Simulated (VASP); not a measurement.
Set up this calculation in VASP 6.6.1, as the native input.

- Task: relaxation of cell and atoms
- Functional: PBE
- Potentials or basis: VASP PAW PBE potentials, release 64 (Nb_sv, Pd, Se)
- Cutoff: 600 eV
- k mesh: 6 × 4 × 6
- Occupations: gaussian, width 0.2 eV
- Spin: no spin polarisation
- Dipole correction: no
- Further INCAR settings: ALGO = Normal; EDIFF = 1e-06; IBRION = 2; EDIFFG = -0.025; NSW = 80; ISIF = 3

The structure of Nb2PdSe4 lies in POSCAR:

```
Nb2PdSe4
1.0
   -0.0000090740      3.6175073859     -0.0915528626
   -2.8762153333     -0.1517209946      5.8786300196
    6.8944187949     -1.8084573938     -0.0242288382
Nb Pd Se
2 1 4
Direct
    0.7534782237      0.6797500887      0.4935265948
    0.2492159959      0.3230533202      0.5053998439
   -0.0128239681     -0.0070684669     -0.0073401726
    0.0959296650      0.4617206102      0.2140451587
    0.8860881996      0.5420340639      0.7850340782
    0.3545776128      0.0218134650      0.7227071255
    0.6735342711      0.9786969190      0.2866273715
```

These files were run (other wordings do the same):

INCAR

```
PREC     = Accurate       # precision mode
ENCUT    = 600            # plane-wave cutoff, eV
EDIFF    = 1E-6           # SCF threshold, eV
ISMEAR   = 0              # smearing method
SIGMA    = 0.2            # smearing width, eV
LREAL    = F              # projectors in reciprocal space
LASPH    = T              # aspherical terms in the spheres
NELM     = 60             # most SCF steps
ALGO     = Normal         # electronic algorithm
ISIF     = 3              # what is computed and relaxed
LWAVE    = F              # write WAVECAR
LCHARG   = F              # write CHGCAR
GGA      = PE             # functional
IBRION   = 2              # ionic algorithm
NSW      = 80             # ionic steps
EDIFFG   = -0.025         # ionic threshold
```

KPOINTS

```
regular mesh
0
Gamma
  6 4 6
```

Potentials or basis: VASP PAW PBE potentials, release 64 (Nb_sv, Pd, Se).

The run is started by

```sh
$ cat potpaw_PBE.64/Nb_sv/POTCAR potpaw_PBE.64/Pd/POTCAR potpaw_PBE.64/Se/POTCAR > POTCAR
$ mpirun -np 1 vasp_std > vasp.out
```

It gave:

| Property | Result |
| --- | --- |
| Relaxed volume | 20.22 Å³/atom |
| Relaxed cell | a = 3.522 Å, b = 6.487 Å, c = 7.099 Å, α = 114.92°, β = 104.23°, γ = 90.02° |
| Space group after relaxing (to 0.1 Å) | C2/m (No. 12) |
| Energy gained by relaxing | 37.1 meV/atom |
| Ionic steps | 14 |
| Pressure after relaxing | 0.0 GPa |
| Largest force after relaxing | 0.024 eV/Å |
| Band gap on the k mesh | zero (bands 30 and 31 overlap by 0.52 eV) |

It took 99 min on 1 thread of Oxide Virtual Turin-like Processor (shared host), peak memory 0.62 GiB.
